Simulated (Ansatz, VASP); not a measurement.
# Two plane-wave programs on SnO

```
CELL_PARAMETERS angstrom
3.35500 0.00000 0.00000
0.00000 5.67410 0.00000
0.00000 0.00000 4.22197
ATOMIC_POSITIONS crystal
Sn 0.95698 0.20647 0.47896
Sn 0.45698 0.74265 0.97896
O 0.00000 0.89125 0.73686
O 0.50000 0.10875 0.23686
```

Change from the starting cell: all Sn atoms moved -0.250 Å, as atom 1 along Cartesian [1 1 1].

Alike in both runs: task single point; functional PBEsol; k mesh 8 × 6 × 6; occupations gaussian, width 0.05 eV; no spin polarisation.

|  | VASP | Ansatz |
| --- | --- | --- |
| version | VASP 6.6.1 | Ansatz 0.2.0 |
| potentials or method | VASP PAW PBE potentials, release 64 (Sn_d, O), cutoff 520 eV | scalar-relativistic, plane waves, PAW |
| valence electrons in the cell | 40 | 40 |

Ansatz gave:

| Property | Result |
| --- | --- |
| gap on the k mesh at the Fermi level (eV) | 1.26 |
| least direct gap on the mesh (eV) | 1.70 |
| pressure (GPa) | 1.9 |
| traceless stress, the component that is largest in VASP (GPa) | 4.96 |
| rms of the force components (eV/Å) | 1.320 |

Question: Which values does VASP return?

Answer: gap on the k mesh at the Fermi level (eV): 1.25; least direct gap on the mesh (eV): 1.68; pressure (GPa): 2.0; traceless stress, the component that is largest in VASP (GPa): 5.04; rms of the force components (eV/Å): 1.345.

VASP's potentials were made for PBE, not for PBEsol. Atom by atom the forces differ by 0.039 eV/Å (rms over components).
